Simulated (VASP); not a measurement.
# PbS in VASP: a series of runs

PbS is run at these levels: PBE, RPBE; tasks: single point.

Program: VASP 6.6.1. These are calculated values, not measurements. Logs are shortened: lines on timing, memory, paths and dates and some standing lists are left out, and cuts for length are marked.

**1. The cell of the first run**

The structure is cubic, space group Fm-3m (No. 225). Conventional cell: a = 5.930 Å, b = 5.930 Å, c = 5.930 Å, α = 90.00°, β = 90.00°, γ = 90.00°. Within 3.9 Å of Pb (site symmetry m-3m) lie 6 S at 2.96 Å. Within 3.9 Å of S (site symmetry m-3m) lie 6 Pb at 2.96 Å.

**2. Single point, PBE**

The input, INCAR:

```
SYSTEM = PbS
PREC     = Accurate       ! precision mode
ENCUT    = 520            ! plane-wave cutoff, eV
EDIFF    = 1E-6           ! SCF threshold, eV
ISMEAR   = -1             ! smearing method
SIGMA    = 0.01           ! smearing width, eV
LREAL    = .False.        ! projectors in reciprocal space
LASPH    = .True.         ! aspherical terms in the spheres
NELM     = 100            ! most SCF steps
ALGO     = Normal         ! electronic algorithm
ISIF     = 2              ! what is computed and relaxed
LWAVE    = .False.        ! write WAVECAR
LCHARG   = .True.         ! write CHGCAR
GGA      = PE             ! functional
LELF     = .True.         ! ELF
LVHAR    = .True.       
NBANDS   = 17             ! bands
```

The input, KPOINTS:

```
regular mesh
0
Gamma
  8 8 8
  0 0 0
```

The input, POSCAR:

```
PbS
1.0
    0.0000000000      2.9650000000      2.9650000000
    2.9650000000      0.0000000000      2.9650000000
    2.9650000000      2.9650000000      0.0000000000
Pb S
1 1
Direct
    0.0000000000      0.0000000000      0.0000000000
    0.5000000000      0.5000000000      0.5000000000
```

Potentials or basis: VASP PAW PBE potentials, release 64 (Pb_d, S).

Command:

```sh
> cat potpaw_PBE.64/Pb_d/POTCAR potpaw_PBE.64/S/POTCAR > POTCAR
> mpirun -np 1 vasp_std > vasp.out
```

OUTCAR:

```text
SYSTEM = PbS
   PREC = Accurate
   ENCUT = 520
   EDIFF = 1E-6
   ISMEAR = -1
   LREAL = .False.
   LASPH = .True.
   NELM = 100
   ISIF = 2
   GGA = PE

 ion  position               nearest neighbor table
   1  0.000  0.000  0.000-   2 2.96   2 2.96   2 2.96   2 2.96   2 2.96   2 2.96
   2  0.500  0.500  0.500-   1 2.96   1 2.96   1 2.96   1 2.96   1 2.96   1 2.96

  LATTYP: Found a face centered cubic cell.
 ALAT       =     5.9300000000

  Lattice vectors:

 A1 = (   0.0000000000,   2.9650000000,   2.9650000000)
 A2 = (   2.9650000000,   0.0000000000,   2.9650000000)
 A3 = (   2.9650000000,   2.9650000000,   0.0000000000)

Analysis of symmetry for initial positions (statically):
=====================================================================
 Subroutine PRICEL returns:
 Original cell was already a primitive cell.

 Routine SETGRP: Setting up the symmetry group for a
 face centered cubic supercell.

 Subroutine GETGRP returns: Found 48 space group operations
 (whereof 48 operations were pure point group operations)
 out of a pool of 48 trial point group operations.

The static configuration has the point symmetry O_h .

Analysis of symmetry for dynamics (positions and initial velocities):
=====================================================================
 Subroutine PRICEL returns:
 Original cell was already a primitive cell.

 Routine SETGRP: Setting up the symmetry group for a
 face centered cubic supercell.

 Subroutine GETGRP returns: Found 48 space group operations
 (whereof 48 operations were pure point group operations)
 out of a pool of 48 trial point group operations.

The dynamic configuration has the point symmetry O_h .

 Subroutine INISYM returns: Found 48 space group operations
 (whereof 48 operations are pure point group operations),
 and found     1 'primitive' translations

----------------------------------------------------------------------------------------

                                     Primitive cell

  volume of cell :      52.1320

  direct lattice vectors                    reciprocal lattice vectors
     0.000000000  2.965000000  2.965000000    -0.168634064  0.168634064  0.168634064
     2.965000000  0.000000000  2.965000000     0.168634064 -0.168634064  0.168634064
     2.965000000  2.965000000  0.000000000     0.168634064  0.168634064 -0.168634064

  length of vectors
     4.193143212  4.193143212  4.193143212     0.292082767  0.292082767  0.292082767

  position of ions in fractional coordinates (direct lattice)
     0.000000000  0.000000000  0.000000000
     0.500000000  0.500000000  0.500000000

  ion indices of the primitive-cell ions
   primitive index   ion index
                 1           1
                 2           2

----------------------------------------------------------------------------------------

 KPOINTS: regular mesh

Automatic generation of k-mesh.
 Grid dimensions read from file:
 generate k-points for:    8    8    8

 Generating k-lattice:

  Cartesian coordinates                     Fractional coordinates (reciprocal lattice)
    -0.021079258  0.021079258  0.021079258     0.125000000  0.000000000  0.000000000
     0.021079258 -0.021079258  0.021079258     0.000000000  0.125000000  0.000000000
     0.021079258  0.021079258 -0.021079258     0.000000000  0.000000000  0.125000000

  Length of vectors
     0.036510346  0.036510346  0.036510346

  Shift w.r.t. Gamma in fractional coordinates (k-lattice)
     0.000000000  0.000000000  0.000000000

 Subroutine IBZKPT returns following result:
 ===========================================

 Found     29 irreducible k-points:

 Following reciprocal coordinates:
            Coordinates               Weight
  0.000000  0.000000  0.000000      1.000000
  0.125000  0.000000  0.000000      8.000000
  0.250000  0.000000  0.000000      8.000000
  0.375000  0.000000  0.000000      8.000000
  0.500000  0.000000  0.000000      4.000000
  0.125000  0.125000  0.000000      6.000000
[... 16 lines left out ...]
  0.500000  0.250000  0.125000     48.000000
 -0.375000  0.250000  0.125000     24.000000
 [... further k-points ...]
   k-points           NKPTS =     29   k-points in BZ     NKDIM =     29   number of bands    NBANDS=     17
   number of dos      NEDOS =    301   number of ions     NIONS =      2
   total plane-waves  NPLWV =  32768
   dimension x,y,z NGX =    32 NGY =   32 NGZ =   32
   dimension x,y,z NGXF=    64 NGYF=   64 NGZF=   64
   ions per type =               1   1
   NGX,Y,Z   is equivalent  to a cutoff of  12.69, 12.69, 12.69 a.u.
   NGXF,Y,Z  is equivalent  to a cutoff of  25.37, 25.37, 25.37 a.u.
 SYSTEM =  PbS
   PREC   = accura    normal or accurate (medium, high low for compatibility)
   ISTART =      0    job   : 0-new  1-cont  2-samecut
   ICHARG =      2    charge: 1-file 2-atom 10-const
   ISPIN  =      1    spin polarized calculation?
   LNONCOLLINEAR =      F non collinear calculations
   LSORBIT =      F    spin-orbit coupling
   LASPH  =      T    aspherical Exc in radial PAW
   ENCUT  =  520.0 eV  38.22 Ry    6.18 a.u.   7.80  7.80  7.80*2*pi/ulx,y,z
   NELM   =    100;   NELMIN=  2; NELMDL= -5     # of ELM steps
   EDIFF  = 0.1E-05   stopping-criterion for ELM
   LREAL  =      F    real-space projection
   EDIFFG = 0.1E-04   stopping-criterion for IOM
   NSW    =      0    number of steps for IOM
   IBRION =     -1    ionic relax: 0-MD 1-quasi-New 2-CG
   NFREE  =      0    steps in history (QN), initial steepest desc. (CG)
   ISIF   =      2    stress and relaxation
   ISYM   =      2    0-nonsym 1-usesym 2-fastsym
   POTIM  = 0.5000    time-step for ionic-motion
   TEBEG  =    0.0;   TEEND  =   0.0 temperature during run
   PSTRESS=    0.0 pullay stress
   NELECT =      20.0000    total number of electrons
   NUPDOWN=      -1.0000    fix difference up-down
   EMIN   =  10.00;   EMAX   =-10.00  energy-range for DOS
   EFERMI =   0.00;   METHOD = LEGACY
   ISMEAR =    -1;   SIGMA  =   0.01  broadening in eV -4-tet -1-fermi 0-gaus
   EFERMI_NEDOS =   21; number of points for ismear=-14 and -15
   IALGO  =     38    algorithm
   IMIX   =      4    mixing-type and parameters
     AMIX     =   0.40;   BMIX     =  1.00
     AMIX_MAG =   1.60;   BMIX_MAG =  1.00
  volume/ion in A,a.u.               =      26.07       175.90
  Fermi-wavevector in a.u.,A,eV,Ry     =   1.189552  2.247928 19.252709  1.415034
  Thomas-Fermi vector in A             =   2.325657
   LORBIT       =      0    0 simple, 1 ext, 2 COOP (PROOUT), +10 PAW based schemes
   GGA     = PE    functional components
   LHFCALC =     F    Hartree Fock is set to
   AEXX    =    0.0000 exact exchange contribution
   IVDW    =     0    specifies the selected vdW correction
   LEPSILON=     F    determine dielectric tensor
   LRPA    =     F    only Hartree local field effects (RPA)
 non-spin polarized calculation
  energy-cutoff  :      520.00
  volume of cell :       52.13
 maximum number of plane-waves:      1424
   NGX = 15   NGY = 15   NGZ = 15

 number of electron      19.9999998 magnetization

 Free energy of the ion-electron system (eV)
  ---------------------------------------------------
  ext. energy  EPLUGINS =         0.00000000
  ---------------------------------------------------
  free energy    TOTEN  =        -8.75548113 eV

  energy without entropy =       -8.75548113  energy(sigma->0) =       -8.75548113

 E-fermi :   6.0143     XC(G=0):  -9.6859

 val. band max:        5.8338385394   @ k =   0.5000   0.0000   0.0000
 cond. band min:       6.1952287178   @ k =   0.5000   0.0000   0.0000
 fundamental gap:      0.3613901785
 Fermi energy:         6.0142622048

 k-point     1 :       0.0000    0.0000    0.0000
  band No.  band energies     occupation
      1     -10.9928      2.00000
      2     -10.9928      2.00000
      3     -10.9928      2.00000
      4     -10.9763      2.00000
      5     -10.9763      2.00000
      6      -7.7718      2.00000
[... 9 lines left out ...]
     16      12.5610      0.00000
     17      14.4885      0.00000

 k-point     2 :       0.1250    0.0000    0.0000
  band No.  band energies     occupation
      1     -10.9921      2.00000
      2     -10.9899      2.00000
      3     -10.9899      2.00000
      4     -10.9771      2.00000
      5     -10.9771      2.00000
      6      -7.6385      2.00000
[... 9 lines left out ...]
     16      12.9321      0.00000
     17      15.6894      0.00000

 k-point     3 :       0.2500    0.0000    0.0000
  band No.  band energies     occupation
      1     -10.9960      2.00000
      2     -10.9960      2.00000
      3     -10.9907      2.00000
      4     -10.9656      2.00000
      5     -10.9656      2.00000
      6      -7.2683      2.00000
[... 9 lines left out ...]
     16      13.7826      0.00000
     17      17.7304      0.00000

 k-point     4 :       0.3750    0.0000    0.0000
  band No.  band energies     occupation
      1     -11.0060      2.00000
      2     -11.0060      2.00000
      3     -10.9899      2.00000
      4     -10.9501      2.00000
      5     -10.9501      2.00000
      6      -6.7876      2.00000
[... 9 lines left out ...]
     16      15.0085      0.00000
     17      17.6309      0.00000
[... 343 lines left out ...]
      1     -11.0250      2.00000
      2     -10.9964      2.00000
      3     -10.9828      2.00000
      4     -10.9637      2.00000
      5     -10.9543      2.00000
      6      -6.9470      2.00000
[... 9 lines left out ...]
     16      15.7044      0.00000
     17      16.0233      0.00000

 k-point    23 :       0.5000    0.2500    0.1250
  band No.  band energies     occupation
      1     -11.0405      2.00000
      2     -10.9912      2.00000
      3     -10.9852      2.00000
      4     -10.9586      2.00000
      5     -10.9473      2.00000
      6      -6.5185      2.00000
[... 9 lines left out ...]
     16      16.1165      0.00000
     17      17.1314      0.00000

 k-point    24 :      -0.3750    0.2500    0.1250
  band No.  band energies     occupation
      1     -11.0462      2.00000
      2     -10.9939      2.00000
      3     -10.9767      2.00000
      4     -10.9636      2.00000
      5     -10.9425      2.00000
      6      -6.3017      2.00000
[... 9 lines left out ...]
     16      16.7487      0.00000
     17      17.0126      0.00000

 [... further k-points ...]
[... 5 lines left out ...]
  --------------------------------------------------------------------------------------
  -------------------------------------------------------------------------------------
  Total        0.7124785      0.7124785      0.7124785      0.0000000     -0.0000000      0.0000000
  in kB       21.8966790     21.8966790     21.8966790      0.0000000     -0.0000000      0.0000000
  external PRESSURE =      21.8966790 kB  Pullay stress =       0.0000000 kB

 VOLUME and BASIS-vectors are now :
 -----------------------------------------------------------------------------
  energy-cutoff  :      520.00
  volume of cell :       52.13
      direct lattice vectors                 reciprocal lattice vectors
     0.000000000  2.965000000  2.965000000    -0.168634064  0.168634064  0.168634064
     2.965000000  0.000000000  2.965000000     0.168634064 -0.168634064  0.168634064
     2.965000000  2.965000000  0.000000000     0.168634064  0.168634064 -0.168634064

 POSITION                                       TOTAL-FORCE (eV/Angst)
 -----------------------------------------------------------------------------------
      0.00000      0.00000      0.00000         0.000000     -0.000000      0.000000
      2.96500      2.96500      2.96500        -0.000000      0.000000     -0.000000
 -----------------------------------------------------------------------------------
    total drift:                                0.000000     -0.000000     -0.000000

  FREE ENERGIE OF THE ION-ELECTRON SYSTEM (eV)
  ---------------------------------------------------
  free  energy   TOTEN  =        -8.7554811303 eV

  energy  without entropy=       -8.7554811302  energy(sigma->0) =       -8.75548113
```

Run time: 23 s. Hardware: 1 thread of Intel Xeon Platinum 8259CL at 2.50GHz (Skylake/Cascade Lake), shared host; peak memory 0.18 GiB.

What came out:

```
Free energy            : -8.7555 eV
Pressure               : 2.2 GPa
Band gap on the k mesh : 0.36 eV, direct
```

Caveat: spin-orbit coupling is left out, which moves the levels of the heavy elements. A k mesh can miss the band edges.

**3. Single point, PBE (z stretched by +2 % at fixed volume)**

The input, INCAR:

```
  ALGO = Normal
  EDIFF = 1E-6
  ENCUT = 520
  GGA = PE
  ISIF = 2
  ISMEAR = -1
  LASPH = T
  LCHARG = T
  LELF = T
  LREAL = F
  LVHAR = T
  LWAVE = F
  NBANDS = 17
  NELM = 100
  PREC = Accurate
  SIGMA = 0.01
```

The input, KPOINTS:

```
k-points
0
Gamma
  8 8 8
```

The input, POSCAR:

```
PbS
1.0
    0.0000000000      2.9357874650      3.0243000000
    2.9357874650      0.0000000000      3.0243000000
    2.9357874650      2.9357874650      0.0000000000
Pb S
1 1
Direct
    0.0000000000      0.0000000000      0.0000000000
    0.5000000000      0.5000000000      0.5000000000
```

Potentials or basis: VASP PAW PBE potentials, release 64 (Pb_d, S).

Command:

```sh
> cat potpaw_PBE.64/Pb_d/POTCAR potpaw_PBE.64/S/POTCAR > POTCAR
> mpirun -np 1 vasp_std > vasp.out
```

It took 43 s on 1 thread of Intel Xeon Platinum 8259CL at 2.50GHz (Skylake/Cascade Lake), shared host; peak memory 0.2 GiB.

It converged, with:

```
Free energy            : -8.7434 eV
Pressure               : 2.3 GPa
Band gap on the k mesh : 0.34 eV, direct
```

Stress tensor (GPa, compression positive):
```
 3.56  0.00  0.00
 0.00  3.56  0.00
 0.00  0.00 -0.13
```

Levels at points of the mesh, in eV from the valence-band top:
```csv
k point,band 6,band 7,band 8,band 9,band 10,band 11,band 12,band 13,band 14,band 15
"(0.00, 0.00, 0.00)",-13.63,-6.05,-2.28,-2.28,-2.04,4.77,5.43,5.43,6.59,6.78
"(0.50, 0.00, 0.00)",-12.38,-8.88,-1.84,-1.77,0.00,0.34,1.87,2.03,8.64,10.02
"(0.50, 0.50, 0.00)",-12.06,-7.11,-5.19,-3.43,-3.43,3.92,5.33,5.79,5.79,11.19
"(0.50, 0.00, 0.50)",-11.89,-7.27,-5.24,-3.64,-3.34,3.81,5.30,5.68,5.94,11.03
```

Caveat: spin-orbit coupling is left out, which moves the levels of the heavy elements. A k mesh can miss the band edges.

**4. Single point, RPBE, collinear spin, ferromagnetic start**

The input, INCAR:

```
SYSTEM = PbS
PREC = Accurate
ENCUT = 520
EDIFF = 1E-6
ISMEAR = -1
SIGMA = 0.01
LREAL = .False.
LASPH = .True.
NELM = 150
ALGO = Normal
ISIF = 2
LWAVE = .False.
LCHARG = .True.
ISPIN = 2
MAGMOM = 3 3
LORBIT = 11
GGA = RP
LELF = .True.
LVHAR = .True.
NBANDS = 21
```

The input, KPOINTS:

```
regular mesh
0
Gamma
  8 8 8
  0 0 0
```

The input, POSCAR:

```
PbS
1.0
    0.0000000000      2.9650000000      2.9650000000
    2.9650000000      0.0000000000      2.9650000000
    2.9650000000      2.9650000000      0.0000000000
Pb S
1 1
Direct
    0.0000000000      0.0000000000      0.0000000000
    0.5000000000      0.5000000000      0.5000000000
```

Command:

```sh
> cat potpaw_PBE.64/Pb_d/POTCAR potpaw_PBE.64/S/POTCAR > POTCAR
> mpirun -np 1 vasp_std > vasp.out
```

It took 58 s on 1 thread of Intel Xeon Platinum 8259CL at 2.50GHz (Skylake/Cascade Lake), shared host; peak memory 0.22 GiB.

Results (log left out):

```yaml
Free_energy: -8.0590 eV
Pressure: 4.2 GPa
Band_gap_on_the_k_mesh: 0.46 eV, direct
Net_moment: 0.00 μB per cell
Valence_electrons_inside_the_program's_atomic_spheres: Pb 11.85; S 3.71
```

Levels at points of the mesh, in eV from the valence-band top:
Spin up:
| k point | band 8 | band 9 | band 10 | band 11 | band 12 | band 13 |
| --- | --- | --- | --- | --- | --- | --- |
| (0.00, 0.00, 0.00) | -2.19 | -2.19 | -2.19 | 5.27 | 5.27 | 5.27 |
| (0.50, 0.00, 0.00) | -1.80 | -1.80 | 0.00 | 0.46 | 2.01 | 2.01 |
| (0.50, 0.50, 0.00) | -5.17 | -3.44 | -3.44 | 3.95 | 5.65 | 5.74 |
Spin down:
| k point | band 6 | band 7 | band 8 | band 9 | band 10 | band 11 | band 12 | band 13 | band 14 | band 15 |
| --- | --- | --- | --- | --- | --- | --- | --- | --- | --- | --- |
| (0.00, 0.00, 0.00) | -13.60 | -6.00 | -2.19 | -2.19 | -2.19 | 5.27 | 5.27 | 5.27 | 6.77 | 6.77 |
| (0.50, 0.00, 0.00) | -12.37 | -8.82 | -1.80 | -1.80 | 0.00 | 0.46 | 2.01 | 2.01 | 8.81 | 10.11 |
| (0.50, 0.50, 0.00) | -11.94 | -7.17 | -5.17 | -3.44 | -3.44 | 3.95 | 5.65 | 5.74 | 5.74 | 11.13 |

Caveat: the PAW data sets were made with another functional, which shifts forces and pressure a little; spin-orbit coupling is left out, which moves the levels of the heavy elements. A k mesh can miss the band edges.

**5. The runs side by side**

```csv
level,spin,cell,gap on the mesh (eV),pressure (GPa)
PBE,off,"a = 4.193 Å, angles 60.0°, 2 atoms",0.36,2.2
PBE,off,"a = 4.215, b = 4.215, c = 4.152 Å, angles 60.5, 60.5, 59.0°, 2 atoms",0.34,2.3
RPBE,"collinear, ferromagnetic start","a = 4.193 Å, angles 60.0°, 2 atoms",0.46,4.2
```

Alike in all rows: task single point; potentials or basis VASP PAW PBE potentials, release 64 (Pb_d, S); k mesh 8 × 8 × 8; cutoff (eV) 520; smearing fermi-dirac 0.01 eV.

Caveats: spin-orbit coupling is left out, which moves the levels of the heavy elements; the PAW data sets were made with another functional, which shifts forces and pressure a little (some runs).

Absolute energies hang on the potentials; compare differences alone.
